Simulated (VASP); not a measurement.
# CsH (I4/mmm) in VASP: notebook, part 2 of 2

VASP 6.6.1.

## Step 4: Single point, LDA (strain -0.080 along x and y, +0.040 along z)

Input file INCAR:

```
PREC = Accurate
ENCUT = 520
EDIFF = 1E-7
ISMEAR = 0
SIGMA = 0.05
LREAL = F
LASPH = T
NELM = 60
ALGO = Normal
ISIF = 2
LWAVE = F
LCHARG = F
GGA = CA
NBANDS = 12
```

Input file KPOINTS:

```
Automatic mesh
0
Gamma
  8 8 8
```

Input file POSCAR:

```
CsH
1.0
    0.0000000000      2.9329600000      3.3155200000
    2.9329600000      0.0000000000      3.3155200000
    2.9329600000      2.9329600000      0.0000000000
Cs H
1 1
Direct
    0.0000000000      0.0000000000      0.0000000000
    0.5000000000      0.5000000000      0.5000000000
```

Potentials or basis: VASP PAW LDA potentials, release 64 (Cs_sv, H).

On the command line:

```
$ cat potpaw_LDA.64/Cs_sv/POTCAR potpaw_LDA.64/H/POTCAR > POTCAR
$ mpirun -np 1 vasp_std > vasp.out
```

OUTCAR:

```text
PREC = Accurate
   ENCUT = 520
   EDIFF = 1E-7
   ISMEAR = 0
   LREAL = F
   LASPH = T
   NELM = 60
   ISIF = 2
   GGA = CA

 ion  position               nearest neighbor table
   1  0.000  0.000  0.000-
   2  0.500  0.500  0.500-

  LATTYP: Found a body centered tetragonal cell.
 ALAT       =     4.1478318099
 C/A-ratio  =     1.5986762009

  Lattice vectors:

 A1 = (  -2.9329600000,   0.0000000000,   3.3155200000)
 A2 = (   2.9329600000,   0.0000000000,   3.3155200000)
 A3 = (   0.0000000000,   2.9329600000,  -3.3155200000)

Analysis of symmetry for initial positions (statically):
=====================================================================
 Subroutine PRICEL returns:
 Original cell was already a primitive cell.

 Routine SETGRP: Setting up the symmetry group for a
 body centered tetragonal supercell.

 Subroutine GETGRP returns: Found 16 space group operations
 (whereof 16 operations were pure point group operations)
 out of a pool of 16 trial point group operations.

The static configuration has the point symmetry D_4h.

Analysis of symmetry for dynamics (positions and initial velocities):
=====================================================================
 Subroutine PRICEL returns:
 Original cell was already a primitive cell.

 Routine SETGRP: Setting up the symmetry group for a
 body centered tetragonal supercell.

 Subroutine GETGRP returns: Found 16 space group operations
 (whereof 16 operations were pure point group operations)
 out of a pool of 16 trial point group operations.

The dynamic configuration has the point symmetry D_4h.

 Subroutine INISYM returns: Found 16 space group operations
 (whereof 16 operations are pure point group operations),
 and found     1 'primitive' translations

----------------------------------------------------------------------------------------

                                     Primitive cell

  volume of cell :      57.0419

  direct lattice vectors                    reciprocal lattice vectors
     0.000000000  2.932960000  3.315520000    -0.170476242  0.170476242  0.150805907
     2.932960000  0.000000000  3.315520000     0.170476242 -0.170476242  0.150805907
     2.932960000  2.932960000  0.000000000     0.170476242  0.170476242 -0.150805907

  length of vectors
     4.426615776  4.426615776  4.147831810     0.284370744  0.284370744  0.284370744

  position of ions in fractional coordinates (direct lattice)
     0.000000000  0.000000000  0.000000000
     0.500000000  0.500000000  0.500000000

  ion indices of the primitive-cell ions
   primitive index   ion index
                 1           1
                 2           2

----------------------------------------------------------------------------------------

 KPOINTS: Automatic mesh

Automatic generation of k-mesh.
 Grid dimensions read from file:
 generate k-points for:    8    8    8

 Generating k-lattice:

  Cartesian coordinates                     Fractional coordinates (reciprocal lattice)
[... 22 lines left out ...]
  0.125000  0.125000  0.000000      2.000000
[... 16 lines left out ...]
  0.250000  0.000000  0.125000     16.000000
  0.375000 -0.000000  0.125000     16.000000
 [... further k-points ...]
   k-points           NKPTS =     59   k-points in BZ     NKDIM =     59   number of bands    NBANDS=     12
   number of dos      NEDOS =    301   number of ions     NIONS =      2
   total plane-waves  NPLWV =  41472
   dimension x,y,z NGX =    36 NGY =   36 NGZ =   32
   dimension x,y,z NGXF=    72 NGYF=   72 NGZF=   64
   ions per type =               1   1
   NGX,Y,Z   is equivalent  to a cutoff of  13.52, 13.52, 12.83 a.u.
   NGXF,Y,Z  is equivalent  to a cutoff of  27.04, 27.04, 25.65 a.u.
 SYSTEM =  unknown system
   PREC   = accura    normal or accurate (medium, high low for compatibility)
   ISTART =      0    job   : 0-new  1-cont  2-samecut
   ICHARG =      2    charge: 1-file 2-atom 10-const
   ISPIN  =      1    spin polarized calculation?
   LNONCOLLINEAR =      F non collinear calculations
   LSORBIT =      F    spin-orbit coupling
   LASPH  =      T    aspherical Exc in radial PAW
   ENCUT  =  520.0 eV  38.22 Ry    6.18 a.u.   8.23  8.23  7.71*2*pi/ulx,y,z
   NELM   =     60;   NELMIN=  2; NELMDL= -5     # of ELM steps
   EDIFF  = 0.1E-06   stopping-criterion for ELM
   LREAL  =      F    real-space projection
   EDIFFG = 0.1E-05   stopping-criterion for IOM
   NSW    =      0    number of steps for IOM
   IBRION =     -1    ionic relax: 0-MD 1-quasi-New 2-CG
   NFREE  =      0    steps in history (QN), initial steepest desc. (CG)
   ISIF   =      2    stress and relaxation
   ISYM   =      2    0-nonsym 1-usesym 2-fastsym
   POTIM  = 0.5000    time-step for ionic-motion
   TEBEG  =    0.0;   TEEND  =   0.0 temperature during run
   PSTRESS=    0.0 pullay stress
   NELECT =      10.0000    total number of electrons
   NUPDOWN=      -1.0000    fix difference up-down
   EMIN   =  10.00;   EMAX   =-10.00  energy-range for DOS
   EFERMI =   0.00;   METHOD = LEGACY
   ISMEAR =     0;   SIGMA  =   0.05  broadening in eV -4-tet -1-fermi 0-gaus
   EFERMI_NEDOS =   21; number of points for ismear=-14 and -15
   IALGO  =     38    algorithm
   IMIX   =      4    mixing-type and parameters
     AMIX     =   0.40;   BMIX     =  1.00
     AMIX_MAG =   1.60;   BMIX_MAG =  1.00
  volume/ion in A,a.u.               =      28.52       192.47
  Fermi-wavevector in a.u.,A,eV,Ry     =   0.916242  1.731446 11.422082  0.839499
  Thomas-Fermi vector in A             =   2.041075
   LORBIT       =      0    0 simple, 1 ext, 2 COOP (PROOUT), +10 PAW based schemes
   GGA     = CA    functional components
   LHFCALC =     F    Hartree Fock is set to
   AEXX    =    0.0000 exact exchange contribution
   IVDW    =     0    specifies the selected vdW correction
   LEPSILON=     F    determine dielectric tensor
   LRPA    =     F    only Hartree local field effects (RPA)
 non-spin polarized calculation
 Gauss-broadening in eV      SIGMA  =   0.05
  energy-cutoff  :      520.00
  volume of cell :       57.04
 maximum number of plane-waves:      1553
 NGX is ok and might be reduce to    36
   NGX = 17   NGY = 17   NGZ = 15

 number of electron      10.0000000 magnetization

 number of electron       9.9999999 magnetization

 Free energy of the ion-electron system (eV)
  ---------------------------------------------------
  ext. energy  EPLUGINS =         0.00000000
  ---------------------------------------------------
  free energy    TOTEN  =        -4.87198065 eV

  energy without entropy =       -4.87198065  energy(sigma->0) =       -4.87198065

 E-fermi :   1.0792     XC(G=0):  -7.9841

 val. band max:        0.8044126912   @ k =   0.5000   0.0000   0.0000
 cond. band min:       2.4470966889   @ k =   0.5000   0.0000   0.0000
 fundamental gap:      1.6426839977
 Fermi energy:         1.0791646084

 k-point     1 :       0.0000    0.0000    0.0000
  band No.  band energies     occupation
      1     -20.8249      2.00000
      2      -7.2185      2.00000
      3      -7.0555      2.00000
      4      -7.0555      2.00000
      5      -1.4292      2.00000
      6       5.2532      0.00000
      7       5.6543      0.00000
      8       5.9669      0.00000
      9       5.9669      0.00000
     10       8.2792      0.00000
     11       8.5296      0.00000
     12       9.4065      0.00000
[... 331 lines left out ...]
 k-point    24 :       0.3750   -0.0000    0.1250
  band No.  band energies     occupation
      1     -20.7052      2.00000
      2      -8.0977      2.00000
      3      -7.3887      2.00000
      4      -7.2052      2.00000
      5       0.1424      2.00000
      6       3.3999      0.00000
      7       5.0846      0.00000
      8       5.6488      0.00000
      9       7.0112      0.00000
     10       8.1236      0.00000
     11       9.1192      0.00000
     12      12.0945      0.00000

 [... further k-points ...]

------------------------ aborting loop because EDIFF is reached ----------------------------------------

  FORCE on cell =-STRESS in cart. coord.  units (eV):
  Direction    XX          YY          ZZ          XY          YZ          ZX
  --------------------------------------------------------------------------------------
  -------------------------------------------------------------------------------------
  Total        0.5563812      0.5563812     -0.6363414      0.0000000      0.0000000      0.0000000
  in kB       15.6274845     15.6274845    -17.8733872      0.0000000      0.0000000      0.0000000
  external PRESSURE =       4.4605272 kB  Pullay stress =       0.0000000 kB

 VOLUME and BASIS-vectors are now :
 -----------------------------------------------------------------------------
  energy-cutoff  :      520.00
  volume of cell :       57.04
      direct lattice vectors                 reciprocal lattice vectors
     0.000000000  2.932960000  3.315520000    -0.170476242  0.170476242  0.150805907
     2.932960000  0.000000000  3.315520000     0.170476242 -0.170476242  0.150805907
     2.932960000  2.932960000  0.000000000     0.170476242  0.170476242 -0.150805907

 POSITION                                       TOTAL-FORCE (eV/Angst)
 -----------------------------------------------------------------------------------
      0.00000      0.00000      0.00000         0.000000      0.000000     -0.000000
      2.93296      2.93296      3.31552        -0.000000     -0.000000      0.000000
 -----------------------------------------------------------------------------------
    total drift:                               -0.000000      0.000000      0.000000

  FREE ENERGIE OF THE ION-ELECTRON SYSTEM (eV)
  ---------------------------------------------------
  free  energy   TOTEN  =        -4.8719806482 eV

  energy  without entropy=       -4.8719806482  energy(sigma->0) =       -4.87198065
```

stdout:

```text
POSCAR found type information on POSCAR CsH
 POSCAR found :  2 types and       2 ions
 scaLAPACK will be used
 LDA part: xc-table for (Slater(with rela. corr.)+CA(PZ))
 , standard interpolation
 POSCAR, INCAR and KPOINTS ok, starting setup
 FFT: planning ... GRIDC
 FFT: planning ... GRID_SOFT
 FFT: planning ... GRID
 WAVECAR not read
 entering main loop
```

Wall time 38 s (1 thread of Intel Xeon 6975P-C, shared host); peak memory 0.18 GiB.

What came out:

```
Free energy            : -4.8720 eV
Pressure               : 0.4 GPa
Band gap on the k mesh : 1.64 eV, direct
```

Stress tensor (GPa, compression positive):
```
 1.56  0.00  0.00
 0.00  1.56  0.00
 0.00  0.00 -1.79
```

Levels at points of the mesh, in eV from the valence-band top:
```tsv
k point	band 2	band 3	band 4	band 5	band 6	band 7	band 8	band 9
(0.00, 0.00, 0.00)	-8.02	-7.86	-7.86	-2.23	4.45	4.85	5.16	5.16
(0.50, 0.00, 0.00)	-9.18	-8.20	-7.91	0.00	1.64	3.99	4.88	7.19
(0.50, 0.50, 0.00)	-9.03	-8.13	-8.13	-1.70	2.72	4.99	8.50	8.86
(0.50, 0.00, 0.50)	-8.94	-8.47	-8.33	-1.75	2.41	6.11	7.40	7.62
```

Caveat: the cell differs from its parent crystal (strain -0.080 along x and y, +0.040 along z); spin-orbit coupling is left out, which moves the levels of the heavy elements. A k mesh can miss the band edges.

## Step 5: Summary

| cell | gap on the mesh (eV) | pressure (GPa) |
| --- | --- | --- |
| a = 4.600, b = 4.600, c = 4.689 Å, angles 59.4, 59.4, 61.3°, 2 atoms | 2.02 | -1.7 |
| a = 4.692, b = 4.692, c = 4.869 Å, angles 58.7, 58.7, 62.5°, 2 atoms | 2.08 | -1.9 |
| a = 4.427, b = 4.427, c = 4.148 Å, angles 62.1, 62.1, 55.9°, 2 atoms | 1.64 | 0.4 |

Alike in all rows: task single point; level LDA; potentials or basis VASP PAW LDA potentials, release 64 (Cs_sv, H); no spin polarisation; k mesh 8 × 8 × 8; cutoff (eV) 520; smearing gaussian 0.05 eV.

Caveats: spin-orbit coupling is left out, which moves the levels of the heavy elements.

Absolute energies hang on the potentials; compare differences alone.
